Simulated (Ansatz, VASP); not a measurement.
# Two plane-wave programs on TaN

Contents of INCAR:

```
SYSTEM = TaN
PREC = Accurate ; ENCUT = 520
EDIFF = 1E-7 ; ISMEAR = 0
SIGMA = 0.15 ; LREAL = .False.
LASPH = .True. ; NELM = 60
ALGO = Normal ; ISIF = 2
LWAVE = .False. ; LCHARG = .True.
GGA = PS ; LELF = .True.
LVHAR = .True. ; NBANDS = 15
```

Contents of KPOINTS:

```
Automatic mesh
0
Gamma
  20 20 20
  0 0 0
```

The input POSCAR:

```
TaN
1.0
   -0.1704203380      2.0660670378      2.0660670378
    2.0660670378     -0.1704203380      2.0660670378
    2.0660670378      2.0660670378     -0.1704203380
Ta N
1 1
Direct
    0.5000000000      0.5000000000      0.5000000000
    0.0000000000      0.0000000000      0.0000000000
```

Input for Ansatz:

```yaml
crystal:
  lattice:
    - [-0.170420338, 2.0660670378, 2.0660670378]
    - [2.0660670378, -0.170420338, 2.0660670378]
    - [2.0660670378, 2.0660670378, -0.170420338]
  atoms:
    - { symbol: Ta, position: [0.5, 0.5, 0.5] }
    - { symbol: "N", position: [0.0, 0.0, 0.0] }
basis:
  ecutwfc: 520.0
kpoints:
  mp_grid: { grid: [20, 20, 20] }
hamiltonian:
  xc: pbesol
  pseudopotentials: { kind: paw, azcp: { folder: soft_1 } }
scf:
  occupations: { method: gaussian, width: 0.15 }
output:
  forces: true
  stress: true
  eigenvalues: true
```

Alike in both runs: task single point; functional PBEsol; k mesh 20 × 20 × 20; occupations gaussian, width 0.15 eV; no spin polarisation.

|  | VASP | Ansatz |
| --- | --- | --- |
| version | VASP 6.6.1 | Ansatz 0.2.0 |
| potentials or method | VASP PAW PBE potentials, release 64 (Ta_pv, N), cutoff 520 eV | scalar-relativistic, plane waves, PAW |
| valence electrons in the cell | 16 | 18 |

|  | VASP | Ansatz | Ansatz less VASP |
| --- | --- | --- | --- |
| gap on the k mesh at the Fermi level (eV) | none | none | - |
| pressure (GPa) | 24.0 | 22.4 | -1.62 |
| traceless stress, the component that is largest in VASP (GPa) | 7.39 | 7.47 | +0.082 |

VASP's potentials were made for PBE, not for PBEsol, and Ansatz warns of the same on its side. A gap of «none» marks a metal or a gap that the smearing closes. VASP's potentials hold 16 valence electrons a cell and Ansatz's 18, so a difference there can come from the potentials and not from the codes.

Neither program's run includes spin-orbit coupling.
